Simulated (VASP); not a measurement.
Write the native input for VASP 6.6.1 that does the following.

```yaml
Task: single point
Functional: r2SCAN
Potentials_or_basis: VASP PAW PBE potentials, release 64 (Sc_sv)
Cutoff: 520 eV
k_mesh: 15 × 15 × 8
Occupations: fermi-dirac, width 0.15 eV
Spin: no spin polarisation
Dipole_correction: no
Further_INCAR_settings: ALGO = Normal; EDIFF = 1e-06; NBANDS = 18
```

Sc:

```
Sc
1.0
     3.32878    0.00000    0.00000
    -1.66439    2.88281    0.00000
     0.00000    0.00000    5.23517
Sc
2
Direct
  0.33333 0.66667 0.25000
  0.66667 0.33333 0.75000
```

The input as run:

POSCAR

```
Sc
1.0
    3.3287765282      0.0000000029      0.0000000000
   -1.6643882666      2.8828050355      0.0000000000
    0.0000000000      0.0000000000      5.2351723814
Sc
2
Direct
    0.3333333333      0.6666666667      0.2500000000
    0.6666666667      0.3333333333      0.7500000000
```

INCAR.step1

```
SYSTEM = Sc
PREC = Accurate ; ENCUT = 520
ISMEAR = -1 ; SIGMA = 0.15
LREAL = .False. ; LASPH = .True.
NELM = 100 ; NBANDS = 18
GGA = PE ; ALGO = Normal
EDIFF = 1E-4 ; LWAVE = .True.
LCHARG = .False.
```

INCAR.step2

```
SYSTEM = Sc
PREC = Accurate ; ENCUT = 520
EDIFF = 1E-6 ; ISMEAR = -1
SIGMA = 0.15 ; LREAL = .False.
LASPH = .True. ; NELM = 100
ALGO = Normal ; ISIF = 2
LWAVE = .False. ; LCHARG = .False.
METAGGA = R2SCAN ; LMIXTAU = .True.
NBANDS = 18 ; ISTART = 1
```

KPOINTS

```
Automatic mesh
0
Gamma
  15 15 8
  0 0 0
```

Potentials or basis: VASP PAW PBE potentials, release 64 (Sc_sv).

Command:

```sh
$ cat potpaw_PBE.64/Sc_sv/POTCAR > POTCAR
$ cp INCAR.step1 INCAR
$ mpirun -np 1 vasp_std > vasp.out
$ cp INCAR.step2 INCAR
$ mpirun -np 1 vasp_std > vasp.out
```

Results of the run:

```yaml
Pressure: 0.1 GPa
Band_gap_on_the_k_mesh: zero (bands 11 and 12 overlap by 1.52 eV)
```

Caveat: the PAW data sets were made with another functional, which shifts forces and pressure a little.

Wall time 11 min on 1 thread of Intel Xeon 8259CL, on a shared host, peak memory 0.25 GiB.
